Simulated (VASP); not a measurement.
# In2O3 (R-3c) in VASP: single point with PBE

Aim: the single point of In2O3 with PBE.

All numbers are computed with VASP 6.6.1; they aren't measurements. Logs are shortened: lines on timing, memory, paths and dates and some standing lists are left out, and cuts for length are marked.

## 1. The cell of the first run

It takes space group R-3c (No. 167, trigonal). Conventional cell: a = 5.575 Å, b = 5.575 Å, c = 14.757 Å, α = 90.00°, β = 90.00°, γ = 120.00°. Within 2.9 Å of In (site symmetry 3) lie 6 O at 2.16 to 2.29 Å. Within 3.0 Å of O (site symmetry 2) lie 4 In at 2.16 to 2.29 Å and 4 O at 2.86 to 2.98 Å.

## 2. Single point, PBE

The input, INCAR:

```
SYSTEM = In2O3
ALGO = Normal ; EDIFF = 1E-7
ENCUT = 520 ; GGA = PE
ISIF = 2 ; ISMEAR = 0
LASPH = .TRUE. ; LCHARG = .FALSE.
LREAL = .FALSE. ; LWAVE = .FALSE.
NBANDS = 55 ; NELM = 80
PREC = Accurate ; SIGMA = 0.02
```

The input, KPOINTS:

```
k-points
0
G
  6 6 6
  0 0 0
```

The input, POSCAR:

```
In2O3
1.0
    2.7876173645      1.6094316358      4.9190319051
   -2.7876173645      1.6094316358      4.9190319051
    0.0000000000     -3.2188632716      4.9190319051
In O
4 6
Direct
    0.6427971160      0.6427971160      0.6427971160
    0.8572028840      0.8572028840      0.8572028840
    0.3572028840      0.3572028840      0.3572028840
    0.1427971160      0.1427971160      0.1427971160
    0.0465672039      0.7500000000      0.4534327961
    0.7500000000      0.4534327961      0.0465672039
    0.4534327961      0.0465672039      0.7500000000
    0.9534327961      0.2500000000      0.5465672039
    0.5465672039      0.9534327961      0.2500000000
    0.2500000000      0.5465672039      0.9534327961
```

Potentials or basis: VASP PAW PBE potentials, release 64 (In_d, O).

Run with:

```
$ cat potpaw_PBE.64/In_d/POTCAR potpaw_PBE.64/O/POTCAR > POTCAR
$ mpirun -np 1 vasp_std > vasp.out
```

OUTCAR:

```text
SYSTEM = In2O3
   EDIFF = 1E-7
   ENCUT = 520
   GGA = PE
   ISIF = 2
   ISMEAR = 0
   LASPH = .TRUE.
   LREAL = .FALSE.
   NELM = 80
   PREC = Accurate

 ion  position               nearest neighbor table
   1  0.643  0.643  0.643-   8 2.16   9 2.16  10 2.16   7 2.29   5 2.29   6 2.29   2 3.16   3 3.30
                             3 3.30   3 3.30   2 3.67   2 3.67   2 3.67
   2  0.857  0.857  0.857-  10 2.16   9 2.16   8 2.16   7 2.29   5 2.29   6 2.29   1 3.16   4 3.30
                             4 3.30   4 3.30   1 3.67   1 3.67   1 3.67
   3  0.357  0.357  0.357-   5 2.16   7 2.16   6 2.16   9 2.29   8 2.29  10 2.29   4 3.16   1 3.30
                             1 3.30   1 3.30   4 3.67   4 3.67   4 3.67
   4  0.143  0.143  0.143-   6 2.16   7 2.16   5 2.16   9 2.29   8 2.29  10 2.29   3 3.16   2 3.30
                             2 3.30   2 3.30   3 3.67   3 3.67   3 3.67
   5  0.047  0.750  0.453-   3 2.16   4 2.16   1 2.29   2 2.29
   6  0.750  0.453  0.047-   4 2.16   3 2.16   1 2.29   2 2.29
   7  0.453  0.047  0.750-   3 2.16   4 2.16   1 2.29   2 2.29
   8  0.953  0.250  0.547-   1 2.16   2 2.16   3 2.29   4 2.29
   9  0.547  0.953  0.250-   1 2.16   2 2.16   3 2.29   4 2.29
  10  0.250  0.547  0.953-   2 2.16   1 2.16   3 2.29   4 2.29

  LATTYP: Found a trigonal (rhomboedric) cell.
 ALAT       =     5.8786015041
 COS(alpha) =     0.5502737112

  Lattice vectors:

 A1 = (   2.7876173645,   1.6094316358,   4.9190319051)
 A2 = (  -2.7876173645,   1.6094316358,   4.9190319051)
 A3 = (   0.0000000000,  -3.2188632716,   4.9190319051)

Analysis of symmetry for initial positions (statically):
=====================================================================
 Subroutine PRICEL returns:
 Original cell was already a primitive cell.

 Routine SETGRP: Setting up the symmetry group for a
 trigonal (rhombohedral) supercell.

 Subroutine GETGRP returns: Found 12 space group operations
 (whereof  6 operations were pure point group operations)
 out of a pool of 12 trial point group operations.

The static configuration has the point symmetry S_6 .
 The point group associated with its full space group is D_3d.

Analysis of symmetry for dynamics (positions and initial velocities):
=====================================================================
 Subroutine PRICEL returns:
 Original cell was already a primitive cell.

 Routine SETGRP: Setting up the symmetry group for a
 trigonal (rhombohedral) supercell.

 Subroutine GETGRP returns: Found 12 space group operations
 (whereof  6 operations were pure point group operations)
 out of a pool of 12 trial point group operations.

The dynamic configuration has the point symmetry S_6 .
 The point group associated with its full space group is D_3d.

 Subroutine INISYM returns: Found 12 space group operations
 (whereof  6 operations are pure point group operations),
 and found     1 'primitive' translations

----------------------------------------------------------------------------------------

                                     Primitive cell

  volume of cell :     132.4148

  direct lattice vectors                    reciprocal lattice vectors
     2.787617364  1.609431636  4.919031905     0.179364645  0.103556226  0.067764011
    -2.787617364  1.609431636  4.919031905    -0.179364645  0.103556226  0.067764011
     0.000000000 -3.218863272  4.919031905     0.000000000 -0.207112453  0.067764011

  length of vectors
     5.878601504  5.878601504  5.878601504     0.217916335  0.217916335  0.217916335

  position of ions in fractional coordinates (direct lattice)
     0.642797116  0.642797116  0.642797116
     0.857202884  0.857202884  0.857202884
     0.357202884  0.357202884  0.357202884
     0.142797116  0.142797116  0.142797116
     0.046567204  0.750000000  0.453432796
     0.750000000  0.453432796  0.046567204
     0.453432796  0.046567204  0.750000000
     0.953432796  0.250000000  0.546567204
     0.546567204  0.953432796  0.250000000
     0.250000000  0.546567204  0.953432796

  ion indices of the primitive-cell ions
   primitive index   ion index
                 1           1
                 2           2
                 3           3
                 4           4
                 5           5
                 6           6
                 7           7
                 8           8
                 9           9
                10          10

----------------------------------------------------------------------------------------

 KPOINTS: k-points

Automatic generation of k-mesh.
 Grid dimensions read from file:
 generate k-points for:    6    6    6

 Generating k-lattice:

  Cartesian coordinates                     Fractional coordinates (reciprocal lattice)
     0.029894108  0.017259371  0.011294002     0.166666667  0.000000000  0.000000000
    -0.029894108  0.017259371  0.011294002     0.000000000  0.166666667  0.000000000
     0.000000000 -0.034518742  0.011294002     0.000000000  0.000000000  0.166666667

  Length of vectors
     0.036319389  0.036319389  0.036319389

  Shift w.r.t. Gamma in fractional coordinates (k-lattice)
     0.000000000  0.000000000  0.000000000

 Subroutine IBZKPT returns following result:
 ===========================================

 Found     32 irreducible k-points:

 Following reciprocal coordinates:
            Coordinates               Weight
  0.000000  0.000000  0.000000      1.000000
  0.166667 -0.000000  0.000000      6.000000
  0.333333 -0.000000  0.000000      6.000000
  0.500000  0.000000 -0.000000      3.000000
  0.166667  0.166667  0.000000      6.000000
  0.333333  0.166667  0.000000     12.000000
[... 16 lines left out ...]
  0.500000  0.500000  0.166667      6.000000
 -0.333333  0.500000  0.166667     12.000000
 [... further k-points ...]
   k-points           NKPTS =     32   k-points in BZ     NKDIM =     32   number of bands    NBANDS=     55
   number of dos      NEDOS =    301   number of ions     NIONS =     10
   total plane-waves  NPLWV = 110592
   dimension x,y,z NGX =    48 NGY =   48 NGZ =   48
   dimension x,y,z NGXF=    96 NGYF=   96 NGZF=   96
   ions per type =               4   6
   NGX,Y,Z   is equivalent  to a cutoff of  13.57, 13.57, 13.57 a.u.
   NGXF,Y,Z  is equivalent  to a cutoff of  27.15, 27.15, 27.15 a.u.
 SYSTEM =  In2O3
   PREC   = accura    normal or accurate (medium, high low for compatibility)
   ISTART =      0    job   : 0-new  1-cont  2-samecut
   ICHARG =      2    charge: 1-file 2-atom 10-const
   ISPIN  =      1    spin polarized calculation?
   LNONCOLLINEAR =      F non collinear calculations
   LSORBIT =      F    spin-orbit coupling
   LASPH  =      T    aspherical Exc in radial PAW
   ENCUT  =  520.0 eV  38.22 Ry    6.18 a.u.  10.93 10.93 10.93*2*pi/ulx,y,z
   NELM   =     80;   NELMIN=  2; NELMDL= -5     # of ELM steps
   EDIFF  = 0.1E-06   stopping-criterion for ELM
   LREAL  =      F    real-space projection
   EDIFFG = 0.1E-05   stopping-criterion for IOM
   NSW    =      0    number of steps for IOM
   IBRION =     -1    ionic relax: 0-MD 1-quasi-New 2-CG
   NFREE  =      0    steps in history (QN), initial steepest desc. (CG)
   ISIF   =      2    stress and relaxation
   ISYM   =      2    0-nonsym 1-usesym 2-fastsym
   POTIM  = 0.5000    time-step for ionic-motion
   TEBEG  =    0.0;   TEEND  =   0.0 temperature during run
   PSTRESS=    0.0 pullay stress
   NELECT =      88.0000    total number of electrons
   NUPDOWN=      -1.0000    fix difference up-down
   EMIN   =  10.00;   EMAX   =-10.00  energy-range for DOS
   EFERMI =   0.00;   METHOD = LEGACY
   ISMEAR =     0;   SIGMA  =   0.02  broadening in eV -4-tet -1-fermi 0-gaus
   EFERMI_NEDOS =   21; number of points for ismear=-14 and -15
   IALGO  =     38    algorithm
   IMIX   =      4    mixing-type and parameters
     AMIX     =   0.40;   BMIX     =  1.00
     AMIX_MAG =   1.60;   BMIX_MAG =  1.00
  volume/ion in A,a.u.               =      13.24        89.36
  Fermi-wavevector in a.u.,A,eV,Ry     =   1.428642  2.699743 27.769750  2.041019
  Thomas-Fermi vector in A             =   2.548682
   LORBIT       =      0    0 simple, 1 ext, 2 COOP (PROOUT), +10 PAW based schemes
   GGA     = PE    functional components
   LHFCALC =     F    Hartree Fock is set to
   AEXX    =    0.0000 exact exchange contribution
   IVDW    =     0    specifies the selected vdW correction
   LEPSILON=     F    determine dielectric tensor
   LRPA    =     F    only Hartree local field effects (RPA)
 non-spin polarized calculation
 Gauss-broadening in eV      SIGMA  =   0.02
  energy-cutoff  :      520.00
  volume of cell :      132.41
 maximum number of plane-waves:      3589
 NGX is ok and might be reduce to    48
   NGX = 21   NGY = 21   NGZ = 21

 number of electron      88.0000007 magnetization

 Free energy of the ion-electron system (eV)
  ---------------------------------------------------
  ext. energy  EPLUGINS =         0.00000000
  ---------------------------------------------------
  free energy    TOTEN  =       -55.47546337 eV

  energy without entropy =      -55.47546337  energy(sigma->0) =      -55.47546337

 E-fermi :   5.1920     XC(G=0): -10.9763

 val. band max:        5.0621800087   @ k =  -0.1667   0.1667   0.0000
 cond. band min:       6.0229320940   @ k =   0.0000   0.0000   0.0000
 fundamental gap:      0.9607520853
 Fermi energy:         5.1919658033

 k-point     1 :       0.0000    0.0000    0.0000
  band No.  band energies     occupation
      1     -12.2831      2.00000
      2     -11.4817      2.00000
      3     -11.4817      2.00000
      4     -11.2857      2.00000
      5     -11.2857      2.00000
      6     -11.2056      2.00000
[... 47 lines left out ...]
     54      14.7058      0.00000
[... 1333 lines left out ...]
     54      15.4106      0.00000
     55      16.0354      0.00000

 [... further k-points ...]

------------------------ aborting loop because EDIFF is reached ----------------------------------------

  FORCE on cell =-STRESS in cart. coord.  units (eV):
  Direction    XX          YY          ZZ          XY          YZ          ZX
  --------------------------------------------------------------------------------------
  -------------------------------------------------------------------------------------
  Total        0.3816762      0.3816762      0.2461779     -0.0000000     -0.0000000      0.0000000
  in kB        4.6181614      4.6181614      2.9786749     -0.0000000     -0.0000000      0.0000000
  external PRESSURE =       4.0716659 kB  Pullay stress =       0.0000000 kB

 VOLUME and BASIS-vectors are now :
 -----------------------------------------------------------------------------
  energy-cutoff  :      520.00
  volume of cell :      132.41
      direct lattice vectors                 reciprocal lattice vectors
     2.787617364  1.609431636  4.919031905     0.179364645  0.103556226  0.067764011
    -2.787617364  1.609431636  4.919031905    -0.179364645  0.103556226  0.067764011
     0.000000000 -3.218863272  4.919031905     0.000000000 -0.207112453  0.067764011

 POSITION                                       TOTAL-FORCE (eV/Angst)
 -----------------------------------------------------------------------------------
      0.00000      0.00000      9.48582         0.000000      0.000000      0.012473
      0.00000      0.00000     12.64983         0.000000      0.000000     -0.012473
      0.00000      0.00000      5.27128         0.000000      0.000000     -0.012473
      0.00000      0.00000      2.10727         0.000000      0.000000      0.012473
     -1.96090     -0.17752      6.14879        -0.005939     -0.010286     -0.000000
      0.82672      1.78695      6.14879        -0.005939      0.010286     -0.000000
      1.13419     -1.60943      6.14879         0.011878      0.000000     -0.000000
      1.96090      0.17752      8.60831         0.005939      0.010286     -0.000000
     -1.13419      1.60943      8.60831        -0.011878      0.000000     -0.000000
     -0.82672     -1.78695      8.60831         0.005939     -0.010286     -0.000000
 -----------------------------------------------------------------------------------
    total drift:                                0.000000      0.000000     -0.000000

  FREE ENERGIE OF THE ION-ELECTRON SYSTEM (eV)
  ---------------------------------------------------
  free  energy   TOTEN  =       -55.4754633679 eV

  energy  without entropy=      -55.4754633679  energy(sigma->0) =      -55.47546337
```

Run time: 4.4 min. Hardware: 1 thread of AMD EPYC 9R14 (Zen 4), shared host; peak memory 0.36 GiB.

Results:

```
Free energy            : -55.4755 eV
Pressure               : 0.4 GPa
Largest force          : 0.012 eV/Å
Band gap on the k mesh : 0.96 eV (least direct gap 1.04 eV)
```

Forces on the atoms (eV/Å):
```
In   0.000  0.000  0.012
In   0.000  0.000 -0.012
In   0.000  0.000 -0.012
In   0.000  0.000  0.012
O   -0.006 -0.010  0.000
O   -0.006  0.010  0.000
O    0.012  0.000  0.000
O    0.006  0.010  0.000
O   -0.012  0.000  0.000
O    0.006 -0.010  0.000
```

Stress tensor (GPa, compression positive):
```
0.46 0.00 0.00
0.00 0.46 0.00
0.00 0.00 0.30
```

Caveat: spin-orbit coupling is left out, which moves the levels of the heavy elements. A k mesh can miss the band edges.
